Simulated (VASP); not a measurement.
# Fe (Im-3m) in VASP: settings compared

Fe is run at these levels: PBE+D3(BJ), PBE+D4, LDA, PBE; tasks: relaxation of cell and atoms, single point.

Program: VASP 6.6.1. These are calculated values, not measurements. Logs are shortened: lines on timing, memory, paths and dates and some standing lists are left out, and cuts for length are marked.

## 1. The cell of the first run

It takes space group Im-3m (No. 229, cubic). The conventional cell has a = 2.886 Å, b = 2.886 Å, c = 2.886 Å, α = 90.00°, β = 90.00°, γ = 90.00°. Fe (site symmetry m-3m) has 14 Fe at 2.50 to 2.89 Å within 3.3 Å.

## 2. Relaxation of cell and atoms, PBE+D3(BJ), collinear spin, ferromagnetic start

Input file INCAR:

```
ALGO     = Normal         # electronic algorithm
EDIFF    = 1E-6           # SCF threshold, eV
EDIFFG   = -0.02          # ionic threshold
ENCUT    = 600            # plane-wave cutoff, eV
GGA      = PE             # functional
IBRION   = 2              # ionic algorithm
ISIF     = 3              # what is computed and relaxed
ISMEAR   = -1             # smearing method
ISPIN    = 2              # spin polarisation
IVDW     = 12             # dispersion correction
LASPH    = True           # aspherical terms in the spheres
LCHARG   = False          # write CHGCAR
LMAXMIX  = 4              # l up to which the mixer works
LORBIT   = 11             # projections on sites
LREAL    = False          # projectors in reciprocal space
LWAVE    = False          # write WAVECAR
MAGMOM   = 3              # initial moments
NELM     = 150            # most SCF steps
NSW      = 80             # ionic steps
PREC     = Accurate       # precision mode
SIGMA    = 0.05           # smearing width, eV
```

Input file KPOINTS:

```
k-points
0
Gamma
  13 13 13
```

Input file POSCAR:

```
Fe
1.0
   -1.4430000000      1.4430000000      1.4430000000
    1.4430000000     -1.4430000000      1.4430000000
    1.4430000000      1.4430000000     -1.4430000000
Fe
1
Direct
    0.0000000000      0.0000000000      0.0000000000
```

Potentials or basis: VASP PAW PBE potentials, release 64 (Fe).

Run with:

```console
$ cat potpaw_PBE.64/Fe/POTCAR > POTCAR
$ mpirun -np 1 vasp_std > vasp.out
```

OUTCAR:

```text
EDIFF = 1E-6
   EDIFFG = -0.02
   ENCUT = 600
   GGA = PE
   IBRION = 2
   ISIF = 3
   ISMEAR = -1
   ISPIN = 2
   IVDW = 12
   LASPH = True
   LORBIT = 11
   LREAL = False
   NELM = 150
   NSW = 80
   PREC = Accurate
 IVDW          = 12

 ion  position               nearest neighbor table
   1  0.000  0.000  0.000-

  LATTYP: Found a body centered cubic cell.
 ALAT       =     2.8860000000

  Lattice vectors:

 A1 = (  -1.4430000000,   1.4430000000,   1.4430000000)
 A2 = (   1.4430000000,  -1.4430000000,   1.4430000000)
 A3 = (   1.4430000000,   1.4430000000,  -1.4430000000)

Analysis of symmetry for initial positions (statically):
=====================================================================
 Subroutine PRICEL returns:
 Original cell was already a primitive cell.

 Routine SETGRP: Setting up the symmetry group for a
 body centered cubic supercell.

 Subroutine GETGRP returns: Found 48 space group operations
 (whereof 48 operations were pure point group operations)
 out of a pool of 48 trial point group operations.

The static configuration has the point symmetry O_h .

Analysis of symmetry for dynamics (positions and initial velocities):
=====================================================================
 Subroutine PRICEL returns:
 Original cell was already a primitive cell.

 Routine SETGRP: Setting up the symmetry group for a
 body centered cubic supercell.

 Subroutine GETGRP returns: Found 48 space group operations
 (whereof 48 operations were pure point group operations)
 out of a pool of 48 trial point group operations.

The dynamic configuration has the point symmetry O_h .

Analysis of structural, dynamic, and magnetic symmetry:
=====================================================================
 Subroutine PRICEL returns:
 Original cell was already a primitive cell.

 Routine SETGRP: Setting up the symmetry group for a
 body centered cubic supercell.

 Subroutine GETGRP returns: Found 48 space group operations
 (whereof 48 operations were pure point group operations)
 out of a pool of 48 trial point group operations.

The overall configuration has the point symmetry O_h .

 Subroutine INISYM returns: Found 48 space group operations
 (whereof 48 operations are pure point group operations),
 and found     1 'primitive' translations

----------------------------------------------------------------------------------------

                                     Primitive cell

  volume of cell :      12.0187

  direct lattice vectors                    reciprocal lattice vectors
    -1.443000000  1.443000000  1.443000000     0.000000000  0.346500347  0.346500347
     1.443000000 -1.443000000  1.443000000     0.346500347  0.000000000  0.346500347
     1.443000000  1.443000000 -1.443000000     0.346500347  0.346500347  0.000000000

  length of vectors
     2.499349315  2.499349315  2.499349315     0.490025489  0.490025489  0.490025489

  position of ions in fractional coordinates (direct lattice)
     0.000000000  0.000000000  0.000000000

  ion indices of the primitive-cell ions
   primitive index   ion index
                 1           1

----------------------------------------------------------------------------------------

 KPOINTS: k-points

Automatic generation of k-mesh.
 Grid dimensions read from file:
 generate k-points for:   13   13   13

 Generating k-lattice:

  Cartesian coordinates                     Fractional coordinates (reciprocal lattice)
     0.000000000  0.026653873  0.026653873     0.076923077  0.000000000  0.000000000
     0.026653873  0.000000000  0.026653873     0.000000000  0.076923077  0.000000000
     0.026653873  0.026653873  0.000000000     0.000000000  0.000000000  0.076923077

  Length of vectors
     0.037694268  0.037694268  0.037694268

  Shift w.r.t. Gamma in fractional coordinates (k-lattice)
     0.000000000  0.000000000  0.000000000

 Subroutine IBZKPT returns following result:
 ===========================================

 Found     84 irreducible k-points:

 Following reciprocal coordinates:
            Coordinates               Weight
  0.000000  0.000000  0.000000      1.000000
  0.076923  0.000000  0.000000     12.000000
  0.153846  0.000000  0.000000     12.000000
  0.230769  0.000000  0.000000     12.000000
  0.307692  0.000000  0.000000     12.000000
  0.384615  0.000000  0.000000     12.000000
[... 16 lines left out ...]
  0.153846  0.076923  0.076923     24.000000
  0.230769  0.076923  0.076923     24.000000
 [... further k-points ...]
   k-points           NKPTS =     84   k-points in BZ     NKDIM =     84   number of bands    NBANDS=     10
   number of dos      NEDOS =    301   number of ions     NIONS =      1
   total plane-waves  NPLWV =   8000
   dimension x,y,z NGX =    20 NGY =   20 NGZ =   20
   dimension x,y,z NGXF=    40 NGYF=   40 NGZF=   40
   ions per type =               1
   NGX,Y,Z   is equivalent  to a cutoff of  13.30, 13.30, 13.30 a.u.
   NGXF,Y,Z  is equivalent  to a cutoff of  26.61, 26.61, 26.61 a.u.
 SYSTEM =  unknown system
   PREC   = accura    normal or accurate (medium, high low for compatibility)
   ISTART =      0    job   : 0-new  1-cont  2-samecut
   ICHARG =      2    charge: 1-file 2-atom 10-const
   ISPIN  =      2    spin polarized calculation?
   LNONCOLLINEAR =      F non collinear calculations
   LSORBIT =      F    spin-orbit coupling
   LASPH  =      T    aspherical Exc in radial PAW
   ENCUT  =  600.0 eV  44.10 Ry    6.64 a.u.   4.99  4.99  4.99*2*pi/ulx,y,z
   NELM   =    150;   NELMIN=  2; NELMDL= -5     # of ELM steps
   EDIFF  = 0.1E-05   stopping-criterion for ELM
   LREAL  =      F    real-space projection
   EDIFFG = -.2E-01   stopping-criterion for IOM
   NSW    =     80    number of steps for IOM
   IBRION =      2    ionic relax: 0-MD 1-quasi-New 2-CG
   NFREE  =      1    steps in history (QN), initial steepest desc. (CG)
   ISIF   =      3    stress and relaxation
   ISYM   =      2    0-nonsym 1-usesym 2-fastsym
   POTIM  = 0.5000    time-step for ionic-motion
   TEBEG  =    0.0;   TEEND  =   0.0 temperature during run
   PSTRESS=    0.0 pullay stress
   NELECT =       8.0000    total number of electrons
   NUPDOWN=      -1.0000    fix difference up-down
   EMIN   =  10.00;   EMAX   =-10.00  energy-range for DOS
   EFERMI =   0.00;   METHOD = LEGACY
   ISMEAR =    -1;   SIGMA  =   0.05  broadening in eV -4-tet -1-fermi 0-gaus
   EFERMI_NEDOS =   21; number of points for ismear=-14 and -15
   IALGO  =     38    algorithm
   IMIX   =      4    mixing-type and parameters
     AMIX     =   0.40;   BMIX     =  1.00
     AMIX_MAG =   1.60;   BMIX_MAG =  1.00
  volume/ion in A,a.u.               =      12.02        81.11
  Fermi-wavevector in a.u.,A,eV,Ry     =   1.429394  2.701162 27.798962  2.043166
  Thomas-Fermi vector in A             =   2.549352
   LORBIT       =     11    0 simple, 1 ext, 2 COOP (PROOUT), +10 PAW based schemes
   GGA     = PE    functional components
   LHFCALC =     F    Hartree Fock is set to
   AEXX    =    0.0000 exact exchange contribution
   IVDW    =    12    specifies the selected vdW correction
   LEPSILON=     F    determine dielectric tensor
   LRPA    =     F    only Hartree local field effects (RPA)
 conjugate gradient relaxation of ions
 spin polarized calculation
  energy-cutoff  :      600.00
  volume of cell :       12.02
 maximum number of plane-waves:       415
   NGX =  9   NGY =  9   NGZ =  9

--------------------------------------- Ionic step        1  -------------------------------------------

 number of electron       7.9999995 magnetization       2.2853543

 Free energy of the ion-electron system (eV)
  ---------------------------------------------------
  ext. energy  EPLUGINS =         0.00000000
  ---------------------------------------------------
  free energy    TOTEN  =        -8.22100393 eV

  energy without entropy =       -8.21075040  energy(sigma->0) =       -8.21587716

------------------------ aborting loop because EDIFF is reached ----------------------------------------

 Edisp (eV)   -0.33713

 E8    (eV) :    -0.1504

  FORCE on cell =-STRESS in cart. coord.  units (eV):
  Direction    XX          YY          ZZ          XY          YZ          ZX
  --------------------------------------------------------------------------------------
  -------------------------------------------------------------------------------------
  Total      -1.04049    -1.04049    -1.04049     0.00000     0.00000    -0.00000
  in kB    -138.70451  -138.70451  -138.70451     0.00000     0.00000    -0.00000
  external pressure =     -138.70 kB  Pullay stress =        0.00 kB
[... 59 lines left out ...]
  energy  without entropy=       -8.5675025824  energy(sigma->0) =       -8.57127414

--------------------------------------- Ionic step        3  -------------------------------------------

 number of electron       8.0000004 magnetization       2.0932019

 Free energy of the ion-electron system (eV)
  ---------------------------------------------------
  ext. energy  EPLUGINS =         0.00000000
  ---------------------------------------------------
  free energy    TOTEN  =        -8.23943570 eV

  energy without entropy =       -8.23097546  energy(sigma->0) =       -8.23520558

 E-fermi :   6.1986     XC(G=0): -13.3036

 val. band max:        6.1954816887   @ k =   0.1538   0.0000   0.0000
 cond. band min:       6.1989960231   @ k =  -0.1538   0.1538   0.1538
 fundamental gap:      0.0035143344
 Fermi energy:         6.1985988290

 spin component 1

 k-point     1 :       0.0000    0.0000    0.0000
  band No.  band energies     occupation
      1      -2.4583      1.00000
      2       3.8263      1.00000
      3       3.8263      1.00000
      4       3.8263      1.00000
      5       5.0805      1.00000
      6       5.0805      1.00000
      7      31.5055      0.00000
      8      31.5055      0.00000
      9      31.5055      0.00000
     10      36.7975      0.00000
[... 287 lines left out ...]
 k-point    24 :       0.2308    0.0769    0.0769
  band No.  band energies     occupation
      1       1.0067      1.00000
      2       2.9508      1.00000
      3       3.3711      1.00000
      4       5.0427      1.00000
      5       5.1965      1.00000
      6       6.3854      0.02328
      7      19.9383      0.00000
      8      23.9794      0.00000
      9      26.1218      0.00000
     10      33.3838      0.00000

 [... further k-points ...]

 spin component 2

 k-point     1 :       0.0000    0.0000    0.0000
  band No.  band energies     occupation
      1      -2.2936      1.00000
      2       5.6196      0.99999
      3       5.6197      0.99999
      4       5.6198      0.99999
      5       7.7758      0.00000
      6       7.7760      0.00000
      7      31.2675      0.00000
      8      31.2675      0.00000
      9      31.2675      0.00000
     10      37.0167      0.00000
[... 331 lines left out ...]
  FREE ENERGIE OF THE ION-ELECTRON SYSTEM (eV)
  ---------------------------------------------------
  free  energy   TOTEN  =        -8.6091588838 eV

  energy  without entropy=       -8.6006986452  energy(sigma->0) =       -8.60492876

 reached required accuracy - stopping structural energy minimisation

 total charge

# of ion       s       p       d       tot
------------------------------------------
    1        0.501   0.570   6.267   7.338

 magnetization (x)

# of ion       s       p       d       tot
------------------------------------------
    1       -0.013  -0.057   2.155   2.086
```

Run time: 85 s. Hardware: 1 thread of Intel Xeon Platinum 8259CL at 2.50GHz (Skylake/Cascade Lake), shared host; peak memory 0.16 GiB.

What came out:

```yaml
Free_energy: -8.6092 eV
Relaxed_volume: 11.00 Å³/atom
Relaxed_cell: a = 2.426 Å, b = 2.426 Å, c = 2.426 Å, α = 109.47°, β = 109.47°, γ = 109.47°
Space_group_after_relaxing_to_0.05_Å: Im-3m (No. 229)
Energy_gained_by_relaxing: 51.0 meV/atom
Ionic_steps: 3
Pressure_after_relaxing: 0.1 GPa
Net_moment: 2.09 μB per cell
Site_moments: Fe +2.09 μB
Valence_electrons_inside_the_program's_atomic_spheres: Fe 7.34
Dispersion_energy_per_atom: -0.370 eV
```

The path:
```tsv
step	energy change (eV)	largest force (eV/Å)	pressure (GPa)	volume (Å³)
1	0.0000	0.0000	-13.87	12.02
2	-0.0169	0.0000	16.63	10.30
3	-0.0510	0.0000	0.06	11.00
```

Final structure:
```xyz
1
Lattice="-1.4009 1.4009 1.4009 1.4009 -1.4009 1.4009 1.4009 1.4009 -1.4009" Properties=species:S:1:pos:R:3 pbc="T T T"
Fe    0.0000    0.0000    0.0000
```

Caveat: pairwise dispersion overbinds metals, which lowers pressure and volume.

[end of part 1 of 2]
